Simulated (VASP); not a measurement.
# Ti (P6_3/mmc) in VASP: a series of runs, part 2 of 2

VASP 6.6.1. The steps go on from the part before.

## 5. Single point, PBEsol

This run uses another cell than the first one, of 18.34 Å³/atom, 1.095 times its volume.

The input, INCAR:

```
  PREC = Accurate
  ENCUT = 520
  EDIFF = 1E-6
  ISMEAR = -1
  SIGMA = 0.1
  LREAL = F
  LASPH = T
  NELM = 60
  ALGO = Normal
  ISIF = 2
  LWAVE = F
  LCHARG = T
  GGA = PS
  LELF = T
  LVHAR = T
  NBANDS = 19
```

The input, KPOINTS:

```
Automatic mesh
0
Gamma
  11 11 6
```

The input, POSCAR:

```
Ti
1.0
    2.9888202413      0.0000000000      0.0000000000
   -1.4944101206      2.5883892501      0.0000000000
    0.0000000000      0.0000000000      4.7415860099
Ti
2
Direct
    0.3333333333      0.6666666667      0.2500000000
    0.6666666667      0.3333333333      0.7500000000
```

Potentials or basis: VASP PAW PBE potentials, release 64 (Ti_sv).

Run with:

```bash
$ cat potpaw_PBE.64/Ti_sv/POTCAR > POTCAR
$ mpirun -np 1 vasp_std > vasp.out
```

OUTCAR:

```text
PREC = Accurate
   ENCUT = 520
   EDIFF = 1E-6
   ISMEAR = -1
   LREAL = F
   LASPH = T
   NELM = 60
   ISIF = 2
   GGA = PS

 ion  position               nearest neighbor table
   1  0.333  0.667  0.250-
   2  0.667  0.333  0.750-

  LATTYP: Found a hexagonal cell.
 ALAT       =     2.9888202413
 C/A-ratio  =     1.5864406780

  Lattice vectors:

 A1 = (   2.9888202413,   0.0000000000,   0.0000000000)
 A2 = (  -1.4944101206,   2.5883892501,   0.0000000000)
 A3 = (   0.0000000000,   0.0000000000,   4.7415860099)

Analysis of symmetry for initial positions (statically):
=====================================================================
 Subroutine PRICEL returns:
 Original cell was already a primitive cell.

 Routine SETGRP: Setting up the symmetry group for a
 hexagonal supercell.

 Subroutine GETGRP returns: Found 24 space group operations
[... 161 lines left out ...]
  ext. energy  EPLUGINS =         0.00000000
  ---------------------------------------------------
  free energy    TOTEN  =       -16.61267216 eV

  energy without entropy =      -16.52858582  energy(sigma->0) =      -16.57062899

 E-fermi :   7.6248     XC(G=0): -11.3764

 val. band max:        7.6243794467   @ k =   0.3636   0.1818   0.3333
 cond. band min:       7.6250134984   @ k =   0.0000   0.0000   0.3333
 fundamental gap:      0.0006340517
 Fermi energy:         7.6248246813

 k-point     1 :       0.0000    0.0000    0.0000
  band No.  band energies     occupation
      1     -49.0665      2.00000
      2     -48.9555      2.00000
      3     -25.6943      2.00000
      4     -25.1518      2.00000
      5     -25.1517      2.00000
      6     -25.0942      2.00000
[... 505 lines left out ...]
      6     -25.2053      2.00000
[... 11 lines left out ...]
     18       9.8096      0.00000
     19      10.7715      0.00000

 [... further k-points ...]

------------------------ aborting loop because EDIFF is reached ----------------------------------------

  FORCE on cell =-STRESS in cart. coord.  units (eV):
  Direction    XX          YY          ZZ          XY          YZ          ZX
  --------------------------------------------------------------------------------------
  -------------------------------------------------------------------------------------
  Total       -2.0986105     -2.0986024     -2.1918555     -0.0000000      0.0000000      0.0000000
  in kB      -91.6620162    -91.6616616    -95.7347221     -0.0000000      0.0000000      0.0000000
  external PRESSURE =     -93.0194666 kB  Pullay stress =       0.0000000 kB

 VOLUME and BASIS-vectors are now :
 -----------------------------------------------------------------------------
  energy-cutoff  :      520.00
  volume of cell :       36.68
      direct lattice vectors                 reciprocal lattice vectors
     2.988820241  0.000000000  0.000000000     0.334580175  0.193170328  0.000000000
    -1.494410121  2.588389250  0.000000000     0.000000000  0.386340656  0.000000000
     0.000000000  0.000000000  4.741586010     0.000000000  0.000000000  0.210899897

 POSITION                                       TOTAL-FORCE (eV/Angst)
 -----------------------------------------------------------------------------------
     -0.00000      1.72559      1.18540         0.000000      0.000000      0.000000
      1.49441      0.86280      3.55619        -0.000000     -0.000000      0.000000
 -----------------------------------------------------------------------------------
    total drift:                                0.000000     -0.000000      0.000000

  FREE ENERGIE OF THE ION-ELECTRON SYSTEM (eV)
  ---------------------------------------------------
  free  energy   TOTEN  =       -16.6126721583 eV

  energy  without entropy=      -16.5285858222  energy(sigma->0) =      -16.57062899
```

It took 19 s on 1 thread of Intel Xeon Platinum 8488C (Sapphire Rapids), shared host; peak memory 0.16 GiB.

Results:

| Quantity | Value |
| --- | --- |
| Free energy | -16.6127 eV |
| Pressure | -9.3 GPa |
| Band gap on the k mesh | zero (band 12 reaches 8.39 eV, above the bottom of band 13 at 7.40 eV) |

Caveat: the PAW data sets were made with another functional, which shifts forces and pressure a little.

## 6. Single point, PBEsol

This run uses another cell than the first one, of 18.87 Å³/atom, 1.126 times its volume.

The input, INCAR:

```
SYSTEM = Ti
PREC = Accurate ; ENCUT = 520
EDIFF = 1E-6 ; ISMEAR = -1
SIGMA = 0.1 ; LREAL = .FALSE.
LASPH = .TRUE. ; NELM = 60
ALGO = Normal ; ISIF = 2
LWAVE = .FALSE. ; LCHARG = .FALSE.
GGA = PS ; NBANDS = 19
```

The input, KPOINTS:

```
regular mesh
0
G
  11 11 6
  0 0 0
```

The input, POSCAR:

```
Ti
1.0
    3.0172869092      0.0000000000      0.0000000000
   -1.5086434546      2.6130420600      0.0000000000
    0.0000000000      0.0000000000      4.7867466899
Ti
2
Direct
    0.3333333333      0.6666666667      0.2500000000
    0.6666666667      0.3333333333      0.7500000000
```

Potentials or basis: VASP PAW PBE potentials, release 64 (Ti_sv).

Run with:

```bash
$ cat potpaw_PBE.64/Ti_sv/POTCAR > POTCAR
$ mpirun -np 1 vasp_std > vasp.out
```

OUTCAR:

```text
SYSTEM = Ti
   PREC = Accurate
   ENCUT = 520
   EDIFF = 1E-6
   ISMEAR = -1
   LREAL = .FALSE.
   LASPH = .TRUE.
   NELM = 60
   ISIF = 2
   GGA = PS

 ion  position               nearest neighbor table
   1  0.333  0.667  0.250-
   2  0.667  0.333  0.750-

  LATTYP: Found a hexagonal cell.
 ALAT       =     3.0172869092
 C/A-ratio  =     1.5864406780

  Lattice vectors:

 A1 = (   3.0172869092,   0.0000000000,   0.0000000000)
 A2 = (  -1.5086434546,   2.6130420600,   0.0000000000)
 A3 = (   0.0000000000,   0.0000000000,   4.7867466899)

Analysis of symmetry for initial positions (statically):
=====================================================================
 Subroutine PRICEL returns:
 Original cell was already a primitive cell.

 Routine SETGRP: Setting up the symmetry group for a
 hexagonal supercell.

 Subroutine GETGRP returns: Found 24 space group operations
 (whereof 12 operations were pure point group operations)
 out of a pool of 24 trial point group operations.

The static configuration has the point symmetry D_3d.
 The point group associated with its full space group is D_6h.

[... 158 lines left out ...]

  energy without entropy =      -16.45708314  energy(sigma->0) =      -16.50057533

 E-fermi :   7.3410     XC(G=0): -11.2436

 val. band max:        7.3314830704   @ k =   0.0909   0.0000   0.5000
 cond. band min:       7.3488046995   @ k =   0.1818  -0.0000   0.1667
 fundamental gap:      0.0173216292
 Fermi energy:         7.3410342823

 k-point     1 :       0.0000    0.0000    0.0000
  band No.  band energies     occupation
      1     -49.3997      2.00000
      2     -49.3010      2.00000
      3     -25.9998      2.00000
      4     -25.5040      2.00000
      5     -25.5040      2.00000
      6     -25.4537      2.00000
[... 505 lines left out ...]
      6     -25.5530      2.00000
[... 11 lines left out ...]
     18       9.4515      0.00000
     19      10.3748      0.00000

 [... further k-points ...]

------------------------ aborting loop because EDIFF is reached ----------------------------------------

  FORCE on cell =-STRESS in cart. coord.  units (eV):
  Direction    XX          YY          ZZ          XY          YZ          ZX
  --------------------------------------------------------------------------------------
  -------------------------------------------------------------------------------------
  Total       -2.6790475     -2.6790371     -2.7797945      0.0000000     -0.0000000      0.0000000
  in kB     -113.7332743   -113.7328344   -118.0102740      0.0000000     -0.0000000      0.0000000
  external PRESSURE =    -115.1587942 kB  Pullay stress =       0.0000000 kB

 VOLUME and BASIS-vectors are now :
 -----------------------------------------------------------------------------
  energy-cutoff  :      520.00
  volume of cell :       37.74
      direct lattice vectors                 reciprocal lattice vectors
     3.017286909  0.000000000  0.000000000     0.331423570  0.191347858  0.000000000
    -1.508643455  2.613042060  0.000000000     0.000000000  0.382695715  0.000000000
     0.000000000  0.000000000  4.786746690     0.000000000  0.000000000  0.208910156

 POSITION                                       TOTAL-FORCE (eV/Angst)
 -----------------------------------------------------------------------------------
     -0.00000      1.74203      1.19669         0.000000      0.000000      0.000000
      1.50864      0.87101      3.59006        -0.000000      0.000000      0.000000
 -----------------------------------------------------------------------------------
    total drift:                               -0.000000      0.000000     -0.000000

  FREE ENERGIE OF THE ION-ELECTRON SYSTEM (eV)
  ---------------------------------------------------
  free  energy   TOTEN  =       -16.5440675129 eV

  energy  without entropy=      -16.4570831438  energy(sigma->0) =      -16.50057533
```

OSZICAR:

```text
N       E                     dE             d eps       ncg     rms          rms(c)
DAV:   1     0.263084226378E+03    0.26308E+03   -0.13096E+04  2432   0.155E+03
DAV:   2     0.109756309678E+02   -0.25211E+03   -0.24821E+03  2501   0.439E+02
DAV:   3    -0.178633104707E+02   -0.28839E+02   -0.28535E+02  4585   0.122E+02
DAV:   4    -0.191109449893E+02   -0.12476E+01   -0.12460E+01  2833   0.265E+01
DAV:   5    -0.191744815665E+02   -0.63537E-01   -0.63529E-01  3674   0.412E+00    0.116E+01
DAV:   6    -0.165583099544E+02    0.26162E+01   -0.99603E+00  2802   0.303E+01    0.255E+00
DAV:   7    -0.165354403151E+02    0.22870E-01   -0.73649E-01  3661   0.575E+00    0.201E+00
DAV:   8    -0.165508019797E+02   -0.15362E-01   -0.18439E-01  2745   0.505E+00    0.600E-01
DAV:   9    -0.165436879111E+02    0.71141E-02   -0.44960E-02  2852   0.197E+00    0.681E-02
DAV:  10    -0.165439591204E+02   -0.27121E-03   -0.23216E-03  3591   0.283E-01    0.820E-02
DAV:  11    -0.165440719676E+02   -0.11285E-03   -0.20845E-04  3012   0.956E-02    0.302E-02
DAV:  12    -0.165440677676E+02    0.42000E-05   -0.27084E-05  3441   0.374E-02    0.132E-02
DAV:  13    -0.165440675129E+02    0.25470E-06   -0.26636E-06  2413   0.146E-02
   1 F= -.16544068E+02 E0= -.16500575E+02  d E =-.869844E-01
```

Run time: 19 s. Hardware: 1 thread of Intel Xeon Platinum 8488C (Sapphire Rapids), shared host; peak memory 0.16 GiB.

Results:

| Property | Result |
| --- | --- |
| Free energy | -16.5441 eV |
| Pressure | -11.5 GPa |
| Band gap on the k mesh | zero (band 12 reaches 8.09 eV, above the bottom of band 13 at 7.11 eV) |

Levels at points of the mesh, in eV from the Fermi level:
| k point | band 10 | band 11 | band 12 | band 13 | band 14 | band 15 |
| --- | --- | --- | --- | --- | --- | --- |
| (0.00, 0.00, 0.00) | -2.47 | 0.60 | 0.75 | 0.75 | 0.84 | 1.19 |
| (0.00, 0.00, 0.50) | -4.23 | 0.11 | 0.11 | 0.66 | 0.66 | 0.66 |

Caveat: the PAW data sets were made with another functional, which shifts forces and pressure a little.

## 7. Summary

```tsv
cell	gap on the mesh (eV)	pressure (GPa)
a = 2.900, b = 2.900, c = 4.601 Å, angles 90.0, 90.0, 120.0°, 2 atoms	none	-0.3
a = 2.930, b = 2.930, c = 4.649 Å, angles 90.0, 90.0, 120.0°, 2 atoms	none	-3.7
a = 2.960, b = 2.960, c = 4.696 Å, angles 90.0, 90.0, 120.0°, 2 atoms	none	-6.7
a = 2.989, b = 2.989, c = 4.742 Å, angles 90.0, 90.0, 120.0°, 2 atoms	none	-9.3
a = 3.017, b = 3.017, c = 4.787 Å, angles 90.0, 90.0, 120.0°, 2 atoms	none	-11.5
```

Alike in all rows: task single point; level PBEsol; potentials or basis VASP PAW PBE potentials, release 64 (Ti_sv); no spin polarisation; k mesh 11 × 11 × 6; cutoff (eV) 520; smearing fermi-dirac 0.1 eV.

Caveats: the PAW data sets were made with another functional, which shifts forces and pressure a little.

Total energies depend on the potentials used, so only differences within one code and one set of settings carry meaning.
